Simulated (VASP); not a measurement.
# HfN in VASP: settings compared

The runs below take HfN through single point, with HSE06, r2SCAN50, HF, PBEsol-based screened hybrid with 25 % exact exchange, PBE.

Everything below comes from runs of VASP 6.6.1. Logs are shortened: lines on timing, memory, paths and dates and some standing lists are left out, and cuts for length are marked.

## (1) The cell of the first run

The structure is hexagonal, space group P6/mmm (No. 191). The conventional cell has a = 3.581 Å, b = 3.581 Å, c = 3.882 Å, α = 90.00°, β = 90.00°, γ = 120.00°. Within 2.6 Å of Hf (site symmetry 6/mmm) lie 2 N at 1.94 Å. N (site symmetry 6/mmm) has 2 Hf at 1.94 Å within 2.6 Å.

## (2) Single point, HSE06

The input, POSCAR:

```
HfN
1.0
    3.5809564846     -0.0000030110      0.0000000000
   -1.7904756347      3.1012007910      0.0000000000
    0.0000000000      0.0000000000      3.8816642460
Hf N
1 1
Direct
    0.0000000000      0.0000000000      0.5000000000
    0.0000000000      0.0000000000      0.0000000000
```

The input, INCAR.step1:

```
ALGO = Normal
EDIFF = 1E-5
ENCUT = 520
GGA = PE
ISIF = 2
ISMEAR = -1
LASPH = T
LCHARG = F
LREAL = F
LWAVE = T
NBANDS = 14
NELM = 80
PREC = Accurate
SIGMA = 0.05
```

The input, INCAR.step2:

```
ALGO = Normal
EDIFF = 1E-6
ENCUT = 520
GGA = PE
HFSCREEN = 0.2079
ISIF = 2
ISMEAR = -1
ISTART = 1
LASPH = T
LCHARG = F
LHFCALC = T
LREAL = F
LWAVE = F
NBANDS = 14
NELM = 80
PREC = Accurate
PRECFOCK = Normal
SIGMA = 0.05
```

The input, KPOINTS:

```
k-points
0
Gamma
  5 5 4
```

Potentials or basis: VASP PAW PBE potentials, release 64 (Hf_pv, N).

Command:

```bash
$ cat potpaw_PBE.64/Hf_pv/POTCAR potpaw_PBE.64/N/POTCAR > POTCAR
$ cp INCAR.step1 INCAR
$ mpirun -np 1 vasp_std > vasp.out
$ cp INCAR.step2 INCAR
$ mpirun -np 1 vasp_std > vasp.out
```

OUTCAR:

```text
EDIFF = 1E-6
   ENCUT = 520
   GGA = PE
   HFSCREEN = 0.2079
   ISIF = 2
   ISMEAR = -1
   ISTART = 1
   LASPH = T
   LHFCALC = T
   LREAL = F
   NELM = 80
   PREC = Accurate
   PRECFOCK = Normal

 ion  position               nearest neighbor table
   1  0.000  0.000  0.500-   2 1.94   2 1.94
   2  0.000  0.000  0.000-   1 1.94   1 1.94

  LATTYP: Found a hexagonal cell.
 ALAT       =     3.5809564846
 C/A-ratio  =     1.0839741456

  Lattice vectors:

 A1 = (   3.5809564846,  -0.0000030110,   0.0000000000)
 A2 = (  -1.7904756347,   3.1012007910,   0.0000000000)
 A3 = (   0.0000000000,   0.0000000000,   3.8816642460)

Analysis of symmetry for initial positions (statically):
=====================================================================
 Subroutine PRICEL returns:
 Original cell was already a primitive cell.

 Routine SETGRP: Setting up the symmetry group for a
 hexagonal supercell.

 Subroutine GETGRP returns: Found 24 space group operations
 (whereof 24 operations were pure point group operations)
 out of a pool of 24 trial point group operations.

The static configuration has the point symmetry D_6h.

Analysis of symmetry for dynamics (positions and initial velocities):
=====================================================================
 Subroutine PRICEL returns:
 Original cell was already a primitive cell.

 Routine SETGRP: Setting up the symmetry group for a
 hexagonal supercell.

 Subroutine GETGRP returns: Found 24 space group operations
 (whereof 24 operations were pure point group operations)
 out of a pool of 24 trial point group operations.

The dynamic configuration has the point symmetry D_6h.

 Subroutine INISYM returns: Found 24 space group operations
 (whereof 24 operations are pure point group operations),
 and found     1 'primitive' translations

----------------------------------------------------------------------------------------

                                     Primitive cell

  volume of cell :      43.1069

  direct lattice vectors                    reciprocal lattice vectors
     3.580956485 -0.000003011  0.000000000     0.279255135  0.161227714  0.000000000
    -1.790475635  3.101200791  0.000000000     0.000000271  0.322455898  0.000000000
     0.000000000  0.000000000  3.881664246     0.000000000  0.000000000  0.257621457

  length of vectors
     3.580956485  3.580956485  3.881664246     0.322455898  0.322455898  0.257621457

  position of ions in fractional coordinates (direct lattice)
     0.000000000  0.000000000  0.500000000
     0.000000000  0.000000000  0.000000000

  ion indices of the primitive-cell ions
   primitive index   ion index
                 1           1
                 2           2

----------------------------------------------------------------------------------------

 KPOINTS: k-points

Automatic generation of k-mesh.
 Grid dimensions read from file:
 generate k-points for:    5    5    4

 Generating k-lattice:

  Cartesian coordinates                     Fractional coordinates (reciprocal lattice)
     0.055851027  0.032245543  0.000000000     0.200000000  0.000000000  0.000000000
     0.000000054  0.064491180  0.000000000     0.000000000  0.200000000  0.000000000
     0.000000000  0.000000000  0.064405364     0.000000000  0.000000000  0.250000000

  Length of vectors
     0.064491180  0.064491180  0.064405364

  Shift w.r.t. Gamma in fractional coordinates (k-lattice)
     0.000000000  0.000000000  0.000000000

 Subroutine IBZKPT returns following result:
 ===========================================

 Found     15 irreducible k-points:

 Following reciprocal coordinates:
            Coordinates               Weight
  0.000000  0.000000  0.000000      1.000000
  0.200000 -0.000000  0.000000      6.000000
  0.400000 -0.000000  0.000000      6.000000
  0.200000  0.200000  0.000000      6.000000
  0.400000  0.200000  0.000000      6.000000
  0.000000  0.000000  0.250000      2.000000
  0.200000 -0.000000  0.250000     12.000000
  0.400000 -0.000000  0.250000     12.000000
  0.200000  0.200000  0.250000     12.000000
  0.400000  0.200000  0.250000     12.000000
  0.000000  0.000000  0.500000      1.000000
  0.200000 -0.000000  0.500000      6.000000
  0.400000 -0.000000  0.500000      6.000000
  0.200000  0.200000  0.500000      6.000000
  0.400000  0.200000  0.500000      6.000000
   k-points           NKPTS =     15   k-points in BZ     NKDIM =    100   number of bands    NBANDS=     14
   number of dos      NEDOS =    301   number of ions     NIONS =      2
   total plane-waves  NPLWV =  23520
   dimension x,y,z NGX =    28 NGY =   28 NGZ =   30
   dimension x,y,z NGXF=    56 NGYF=   56 NGZF=   60
   ions per type =               1   1
   NGX,Y,Z   is equivalent  to a cutoff of  13.00, 13.00, 12.85 a.u.
   NGXF,Y,Z  is equivalent  to a cutoff of  26.00, 26.00, 25.70 a.u.
 SYSTEM =  unknown system
   PREC   = accura    normal or accurate (medium, high low for compatibility)
   ISTART =      1    job   : 0-new  1-cont  2-samecut
   ICHARG =      0    charge: 1-file 2-atom 10-const
   ISPIN  =      1    spin polarized calculation?
   LNONCOLLINEAR =      F non collinear calculations
   LSORBIT =      F    spin-orbit coupling
   LASPH  =      T    aspherical Exc in radial PAW
   ENCUT  =  520.0 eV  38.22 Ry    6.18 a.u.   6.66  6.66  7.22*2*pi/ulx,y,z
   NELM   =     80;   NELMIN=  2; NELMDL=  0     # of ELM steps
   EDIFF  = 0.1E-05   stopping-criterion for ELM
   LREAL  =      F    real-space projection
   EDIFFG = 0.1E-04   stopping-criterion for IOM
   NSW    =      0    number of steps for IOM
   IBRION =     -1    ionic relax: 0-MD 1-quasi-New 2-CG
   NFREE  =      0    steps in history (QN), initial steepest desc. (CG)
   ISIF   =      2    stress and relaxation
   ISYM   =      3    0-nonsym 1-usesym 2-fastsym
   POTIM  = 0.5000    time-step for ionic-motion
   TEBEG  =    0.0;   TEEND  =   0.0 temperature during run
   PSTRESS=    0.0 pullay stress
   NELECT =      15.0000    total number of electrons
   NUPDOWN=      -1.0000    fix difference up-down
   EMIN   =  10.00;   EMAX   =-10.00  energy-range for DOS
   EFERMI =   0.00;   METHOD = LEGACY
   ISMEAR =    -1;   SIGMA  =   0.05  broadening in eV -4-tet -1-fermi 0-gaus
   EFERMI_NEDOS =   21; number of points for ismear=-14 and -15
   IALGO  =     38    algorithm
   IMIX   =      1    mixing-type and parameters
     AMIX     =   0.40;   BMIX     =  1.00
     AMIX_MAG =   1.60;   BMIX_MAG =  1.00
  volume/ion in A,a.u.               =      21.55       145.45
  Fermi-wavevector in a.u.,A,eV,Ry     =   1.151480  2.175981 18.040045  1.325906
  Thomas-Fermi vector in A             =   2.288137
   LORBIT       =      0    0 simple, 1 ext, 2 COOP (PROOUT), +10 PAW based schemes
   GGA     = PE    functional components
   LHFCALC =     T    Hartree Fock is set to
   PRECFOCK=normal    Normal, Fast or Accurate (Low or Medium for compatibility)
   ENCUT4O =  -1.0   cutoff for four orbital integrals eV
   NKREDX  =     1    reduce k-point grid by
   NKREDY  =     1    reduce k-point grid by
   NKREDZ  =     1    reduce k-point grid by
   AEXX    =    0.2500 exact exchange contribution
   HFSCREEN=    0.2079 screening length (either q_TF or 0.3 A-1)
   HFSCREENC=   0.2079 screening length for correlation (either q_TF or 0.3 A-1)
   ENCUTFOCK=  -1.0 apply spherical cutoff to Coloumb kernel
   IVDW    =     0    specifies the selected vdW correction
   LEPSILON=     F    determine dielectric tensor
   LRPA    =     F    only Hartree local field effects (RPA)
 non-spin polarized calculation
  energy-cutoff  :      520.00
  volume of cell :       43.11
 maximum number of plane-waves:      1178
 NGX is ok and might be reduce to    28
  NGX = 20; NGY = 20; NGZ = 24

 number of electron      14.9999999 magnetization

 Free energy of the ion-electron system (eV)
  ---------------------------------------------------
  ext. energy  EPLUGINS =         0.00000000
  ---------------------------------------------------
  free energy    TOTEN  =       -20.03710020 eV

  energy without entropy =      -20.02926123  energy(sigma->0) =      -20.03318071

 E-fermi :   1.5231     XC(G=0):  -7.8278

 val. band max:        1.5123702591   @ k =   0.2000  -0.0000   0.0000
 cond. band min:       1.6907431195   @ k =   0.4000   0.2000   0.5000
 fundamental gap:      0.1783728604
 Fermi energy:         1.5231252210

 k-point     1 :       0.0000    0.0000    0.0000
  band No.  band energies     occupation
      1     -31.6065      2.00000
      2     -31.6065      2.00000
      3     -31.5244      2.00000
      4     -14.1428      2.00000
      5      -2.4803      2.00000
      6       1.0704      1.99977
      7       1.0704      1.99977
      8       1.3877      1.87515
      9       3.6816      0.00000
     10       3.6816      0.00000
     11       5.8175      0.00000
     12       5.8175      0.00000
     13      11.1112      0.00000
     14      11.9847      0.00000

 k-point     2 :       0.2000   -0.0000    0.0000
  band No.  band energies     occupation
      1     -31.6763      2.00000
      2     -31.6227      2.00000
      3     -31.5172      2.00000
      4     -14.0320      2.00000
      5      -1.9429      2.00000
      6       0.8979      1.99999
      7       0.8981      1.99999
      8       1.5124      1.10714
      9       3.1282      0.00000
     10       4.5115      0.00000
     11       4.8907      0.00000
     12       5.6520      0.00000
     13      12.3020      0.00000
     14      12.7306      0.00000

 k-point     3 :       0.4000   -0.0000    0.0000
  band No.  band energies     occupation
      1     -31.7859      2.00000
      2     -31.6487      2.00000
      3     -31.5057      2.00000
      4     -13.8481      2.00000
      5      -1.5386      2.00000
      6       0.5170      2.00000
      7       0.6834      2.00000
      8       1.7824      0.01114
      9       3.7775      0.00000
     10       4.4563      0.00000
     11       5.4013      0.00000
     12       6.2943      0.00000
     13       9.0878      0.00000
     14      13.4843      0.00000

 k-point     4 :       0.2000    0.2000    0.0000
  band No.  band energies     occupation
      1     -31.7477      2.00000
      2     -31.6627      2.00000
      3     -31.5079      2.00000
      4     -13.8837      2.00000
      5      -1.5194      2.00000
      6       0.1443      2.00000
      7       1.7140      0.04302
      8       1.8076      0.00673
      9       2.7328      0.00000
     10       4.1632      0.00000
     11       5.1817      0.00000
     12       6.2205      0.00000
     13      10.4198      0.00000
     14      13.4135      0.00000

 k-point     5 :       0.4000    0.2000    0.0000
  band No.  band energies     occupation
      1     -31.7812      2.00000
      2     -31.6974      2.00000
      3     -31.5022      2.00000
      4     -13.7902      2.00000
      5      -1.3271      2.00000
      6      -0.4595      2.00000
      7       1.8756      0.00174
      8       2.1496      0.00001
      9       3.8405      0.00000
     10       4.2412      0.00000
     11       4.7880      0.00000
[... 123 lines left out ...]
 k-point    13 :       0.4000   -0.0000    0.5000
  band No.  band energies     occupation
      1     -31.7671      2.00000
      2     -31.6785      2.00000
      3     -31.6339      2.00000
      4     -11.3704      2.00000
      5      -4.2210      2.00000
      6      -2.7717      2.00000
      7      -1.2119      2.00000
      8       0.6564      2.00000
      9       3.3448      0.00000
     10       6.3586      0.00000
     11       9.0179      0.00000
     12       9.1382      0.00000
     13       9.8849      0.00000
     14       9.9809      0.00000

 k-point    14 :       0.2000    0.2000    0.5000
  band No.  band energies     occupation
      1     -31.7301      2.00000
      2     -31.6814      2.00000
      3     -31.6471      2.00000
      4     -11.4099      2.00000
      5      -4.2467      2.00000
      6      -2.3983      2.00000
      7      -1.4181      2.00000
      8       0.6386      2.00000
      9       2.5369      0.00000
     10       6.1857      0.00000
     11       9.0000      0.00000
     12       9.7338      0.00000
     13      10.4146      0.00000
     14      10.7844      0.00000

 k-point    15 :       0.4000    0.2000    0.5000
  band No.  band energies     occupation
      1     -31.7623      2.00000
      2     -31.6809      2.00000
      3     -31.6739      2.00000
      4     -11.3085      2.00000
      5      -4.1802      2.00000
      6      -2.7008      2.00000
      7      -1.7889      2.00000
      8       1.6907      0.06764
      9       3.1800      0.00000
     10       7.0096      0.00000
     11       8.2260      0.00000
     12       9.1401      0.00000
     13       9.4928      0.00000
     14      11.5480      0.00000

------------------------ aborting loop because EDIFF is reached ----------------------------------------

  FORCE on cell =-STRESS in cart. coord.  units (eV):
  Direction    XX          YY          ZZ          XY          YZ          ZX
  --------------------------------------------------------------------------------------
  -------------------------------------------------------------------------------------
  Total       -0.0731441     -0.0731441     -0.4215424      0.0000000      0.0000000      0.0000000
  in kB       -2.7185872     -2.7185872    -15.6676983      0.0000000      0.0000000      0.0000000
  external PRESSURE =      -7.0349576 kB  Pullay stress =       0.0000000 kB

 VOLUME and BASIS-vectors are now :
 -----------------------------------------------------------------------------
  energy-cutoff  :      520.00
  volume of cell :       43.11
      direct lattice vectors                 reciprocal lattice vectors
     3.580956485 -0.000003011  0.000000000     0.279255135  0.161227714  0.000000000
    -1.790475635  3.101200791  0.000000000     0.000000271  0.322455898  0.000000000
     0.000000000  0.000000000  3.881664246     0.000000000  0.000000000  0.257621457

 POSITION                                       TOTAL-FORCE (eV/Angst)
 -----------------------------------------------------------------------------------
      0.00000      0.00000      1.94083         0.000000      0.000000      0.000000
      0.00000      0.00000      0.00000         0.000000      0.000000      0.000000
 -----------------------------------------------------------------------------------
    total drift:                                0.000021     -0.000001      0.000001

  FREE ENERGIE OF THE ION-ELECTRON SYSTEM (eV)
  ---------------------------------------------------
  free  energy   TOTEN  =       -20.0371001972 eV

  energy  without entropy=      -20.0292612296  energy(sigma->0) =      -20.03318071
```

It took 11 min on 1 thread of AMD EPYC 7R13 (Zen 3), shared host; peak memory 0.25 GiB.

What came out:

| Quantity | Value |
| --- | --- |
| Free energy | -20.0371 eV |
| Pressure | -0.7 GPa |
| Band gap on the k mesh | zero (an odd number of electrons rules out a gap without spin polarisation) |

Levels at points of the mesh, in eV from the Fermi level:
```csv
k point,band 6,band 7,band 8,band 9,band 10,band 11
"(0.00, 0.00, 0.00)",-0.45,-0.45,-0.14,2.16,2.16,4.29
"(0.00, 0.00, 0.50)",-3.53,-2.35,-2.35,2.37,2.37,5.15
```

Caveat: the k points lie up to 0.41 Å⁻¹ apart, too coarse for converged energies and pressures of a metal; the PAW data sets were made with another functional, which shifts forces and pressure a little; spin-orbit coupling is left out, which moves the levels of the heavy elements.

## (3) Single point, r2SCAN50

This run uses another cell than the first one, of 20.26 Å³/atom.

The input, POSCAR:

```
HfN
1.0
    3.4332100000      0.0000000000      0.0000000000
   -1.7166000000      2.9732400000      0.0000000000
    0.0000000000      0.0000000000      3.9698200000
Hf N
1 1
Direct
    0.0000000000      0.0000000000      0.5000000000
    0.0000000000      0.0000000000      0.0000000000
```

The input, INCAR.step1:

```
PREC     = Accurate       # precision mode
ENCUT    = 520            # plane-wave cutoff, eV
EDIFF    = 1E-5           # SCF threshold, eV
ISMEAR   = -1             # smearing method
SIGMA    = 0.05           # smearing width, eV
LREAL    = F              # projectors in reciprocal space
LASPH    = T              # aspherical terms in the spheres
NELM     = 80             # most SCF steps
ALGO     = Normal         # electronic algorithm
ISIF     = 2              # what is computed and relaxed
LWAVE    = T              # write WAVECAR
LCHARG   = F              # write CHGCAR
GGA      = PE             # functional
NBANDS   = 14             # bands
```

The input, INCAR.step2:

```
PREC     = Accurate       # precision mode
ENCUT    = 520            # plane-wave cutoff, eV
EDIFF    = 1E-6           # SCF threshold, eV
ISMEAR   = -1             # smearing method
SIGMA    = 0.05           # smearing width, eV
LREAL    = F              # projectors in reciprocal space
LASPH    = T              # aspherical terms in the spheres
NELM     = 80             # most SCF steps
ALGO     = Normal         # electronic algorithm
ISIF     = 2              # what is computed and relaxed
LWAVE    = F              # write WAVECAR
LCHARG   = F              # write CHGCAR
METAGGA  = R2SCAN         # meta-GGA
LHFCALC  = T              # exact exchange
AEXX     = 0.5            # exact-exchange fraction
LMIXTAU  = T            
PRECFOCK = Normal       
ISTART   = 1            
NBANDS   = 14             # bands
```

The input, KPOINTS:

```
regular mesh
0
Gamma
  5 5 4
```

Potentials or basis: VASP PAW PBE potentials, release 64 (Hf_pv, N).

Command:

```bash
$ cat potpaw_PBE.64/Hf_pv/POTCAR potpaw_PBE.64/N/POTCAR > POTCAR
$ cp INCAR.step1 INCAR
$ mpirun -np 1 vasp_std > vasp.out
$ cp INCAR.step2 INCAR
$ mpirun -np 1 vasp_std > vasp.out
```

Wall time 11 min (1 thread of Intel Xeon Platinum 8488C (Sapphire Rapids), shared host); peak memory 0.18 GiB.

The run converged. Its results:

| Item | Value |
| --- | --- |
| Free energy | -45.2133 eV |
| Pressure | -6.6 GPa |
| Band gap on the k mesh | zero (an odd number of electrons rules out a gap without spin polarisation) |

Stress tensor (GPa, compression positive):
```
  4.75   0.00   0.00
  0.00   4.75   0.00
  0.00   0.00 -29.29
```

Levels at points of the mesh, in eV from the Fermi level:
```
           k point  band 5  band 6  band 7  band 8  band 9  band 10  band 11  band 12
(0.00, 0.00, 0.00)   -5.36   -1.20    0.66    0.66    4.17     4.17     6.74     6.74
(0.00, 0.00, 0.50)   -7.20   -4.89   -2.51   -2.51    4.39     4.39     7.34    10.92
```

Caveat: the k points lie up to 0.42 Å⁻¹ apart, too coarse for converged energies and pressures of a metal; the PAW data sets were made with another functional, which shifts forces and pressure a little; spin-orbit coupling is left out, which moves the levels of the heavy elements.

(Part 1 of 2 ends here.)
